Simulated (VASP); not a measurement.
## PbS: single point with LDA

The system is PbS.

```
Pb S
1.0
     0.00000    2.98766    2.98766
     2.98766    0.00000    2.98766
     2.98766    2.98766    0.00000
Pb S
1 1
Cartesian
  0.0000 0.0000 0.0000
  2.9877 2.9877 2.9877
```

```
Program             : VASP 6.6.1
Task                : single point
Functional          : LDA
Potentials or basis : VASP PAW LDA potentials, release 64 (Pb_d, S)
Cutoff              : 500 eV
k mesh              : 12 × 12 × 12
Occupations         : gaussian, width 0.03 eV
Spin                : no spin polarisation
```

The pressure is -3.7 GPa and the band gap on the k mesh is 0.28 eV.

Levels at points of the mesh, in eV from the valence-band top:
| k point | band 7 | band 8 | band 9 | band 10 | band 11 | band 12 | band 13 | band 14 |
| --- | --- | --- | --- | --- | --- | --- | --- | --- |
| (0.00, 0.00, 0.00) | -6.10 | -2.03 | -2.03 | -2.03 | 5.03 | 5.03 | 5.03 | 6.72 |
| (0.50, 0.00, 0.00) | -8.78 | -1.64 | -1.64 | 0.00 | 0.28 | 1.90 | 1.90 | 8.47 |
| (0.50, 0.50, 0.00) | -7.23 | -5.05 | -3.30 | -3.30 | 3.84 | 5.41 | 5.50 | 5.50 |

It took 30 s on 1 thread of Intel(R) Xeon(R) Platinum 8259CL CPU @ 2.50GHz (Skylake/Cascade Lake), on a shared host, peak memory 0.19 GiB.

Caveat: the cell stands under tension; spin-orbit coupling is left out, which moves the levels of the heavy elements. A k mesh can miss the band edges.
